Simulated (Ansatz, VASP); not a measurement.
## In2O3 in VASP and in Ansatz

Contents of INCAR:

```
ALGO = Normal
EDIFF = 1E-6
ENCUT = 520
ISIF = 2
ISMEAR = 0
LASPH = True
LCHARG = False
LREAL = False
LWAVE = False
NBANDS = 55
NELM = 80
PREC = Accurate
SIGMA = 0.02
```

KPOINTS

```
k-points
0
Gamma
  6 6 6
```

POSCAR

```
In2O3
1.0
    2.7308926216      1.5766815902      4.7907162707
   -2.7308926216      1.5766815902      4.7907162707
    0.0000000000     -3.1533631804      4.7907162707
In O
4 6
Direct
    0.3576778372      0.3576778372      0.3576778372
    0.1423221628      0.1423221628      0.1423221628
    0.6423221628      0.6423221628      0.6423221628
    0.8576778372      0.8576778372      0.8576778372
    0.5455327448      0.9544672552      0.2500000000
    0.2500000000      0.5455327448      0.9544672552
    0.9544672552      0.2500000000      0.5455327448
    0.4544672552      0.0455327448      0.7500000000
    0.7500000000      0.4544672552      0.0455327448
    0.0455327448      0.7500000000      0.4544672552
```

Input for Ansatz:

```yaml
crystal:
  lattice:
    - [2.730892627, 1.5766815933, 4.7907162587]
    - [-2.730892627, 1.5766815933, 4.7907162587]
    - [0.0, -3.1533631867, 4.7907162587]
  atoms:
    - { symbol: In, position: [0.3576778375, 0.3576778375, 0.3576778375] }
    - { symbol: In, position: [0.1423221625, 0.1423221625, 0.1423221625] }
    - { symbol: In, position: [0.6423221625, 0.6423221625, 0.6423221625] }
    - { symbol: In, position: [0.8576778375, 0.8576778375, 0.8576778375] }
    - { symbol: O, position: [0.5455327439, 0.9544672561, 0.25] }
    - { symbol: O, position: [0.25, 0.5455327439, 0.9544672561] }
    - { symbol: O, position: [0.9544672561, 0.25, 0.5455327439] }
    - { symbol: O, position: [0.4544672561, 0.0455327439, 0.75] }
    - { symbol: O, position: [0.75, 0.4544672561, 0.0455327439] }
    - { symbol: O, position: [0.0455327439, 0.75, 0.4544672561] }
basis:
  ecutwfc: 420
kpoints:
  mp_grid: { grid: [6, 6, 6] }
  band_path:
    path:
      - [[0.0, 0.0, 0.0], [0.5, 0.5, 0.5], [0.76112358, 0.23887642, 0.5]]
      - [[0.5, -0.23887642, 0.23887642], [0.5, 0.0, 0.0], [0.0, 0.0, 0.0], [0.36943821, -0.36943821, 0.0]]
      - [[0.63056179, 0.0, 0.36943821], [0.5, 0.0, 0.5], [0.0, 0.0, 0.0]]
    npoints: 14
hamiltonian:
  xc: lda
scf:
  occupations: { method: gaussian, width: 0.02 }
  n_extra_bands: 25
output:
  forces: true
  stress: true
  eigenvalues: true
  populations: true
  dos: { projected: true, de: 0.02, nscf_kmesh: { grid: [9, 9, 9] } }
  bader: true
  write_density: true
  write_potential: true
  elf: true
  volumetric_format: npy
```

Alike in both runs: task single point; functional LDA; k mesh 6 × 6 × 6; occupations gaussian, width 0.02 eV; no spin polarisation.

|  | VASP | Ansatz |
| --- | --- | --- |
| version | VASP 6.6.1 | Ansatz 0.2.0 |
| potentials or method | VASP PAW LDA potentials, release 64 (In_d, O), cutoff 520 eV | scalar-relativistic, plane waves, PAW |
| valence electrons in the cell | 88 | 88 |

```tsv
	VASP	Ansatz	Ansatz less VASP
gap on the k mesh at the Fermi level (eV)	1.31	1.29	-0.023
least direct gap on the mesh (eV)	1.34	1.32	-0.023
pressure (GPa)	0.7	0.0	-0.75
traceless stress, the component that is largest in VASP (GPa)	-0.11	0.00	+0.112
```

LDA's correlation is that of Perdew and Zunger in VASP and of Perdew and Wang (1992) in Ansatz.
